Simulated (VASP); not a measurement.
ZnS: single point with PBE

Crystal: ZnS.

```
Zn S
1.0
     0.00000    2.72115    2.72115
     2.72115    0.00000    2.72115
     2.72115    2.72115    0.00000
Zn S
1 1
Direct
  0.00000 0.00000 0.00000
  0.25000 0.25000 0.25000
```

```
Program                : VASP 6.6.1
Task                   : single point
Functional             : PBE
Potentials or basis    : VASP PAW PBE potentials, release 64 (Zn, S)
Cutoff                 : 520 eV
k mesh                 : 10 × 10 × 10
Occupations            : gaussian, width 0.02 eV
Spin                   : no spin polarisation
Dipole correction      : no
Further INCAR settings : ALGO = Normal; EDIFF = 1e-06; NBANDS = 16
```

The pressure is 0.2 GPa and the band gap on the k mesh is 2.02 eV, direct.

Levels at points of the mesh, in eV from the valence-band top:
```csv
k point,band 7,band 8,band 9,band 10,band 11,band 12
"(0.00, 0.00, 0.00)",0.00,0.00,0.00,2.02,6.41,6.41
"(0.50, 0.00, 0.00)",-5.15,-0.84,-0.84,3.27,6.94,6.94
"(0.50, 0.50, 0.00)",-4.48,-2.14,-2.14,3.45,4.07,10.83
```

Run time: 12 s on 1 thread of Intel(R) Xeon(R) 6975P-C (Granite Rapids) (shared host), peak memory 0.18 GiB.

Expect the measured gap to be larger: semilocal functionals such as PBE lack the derivative discontinuity.
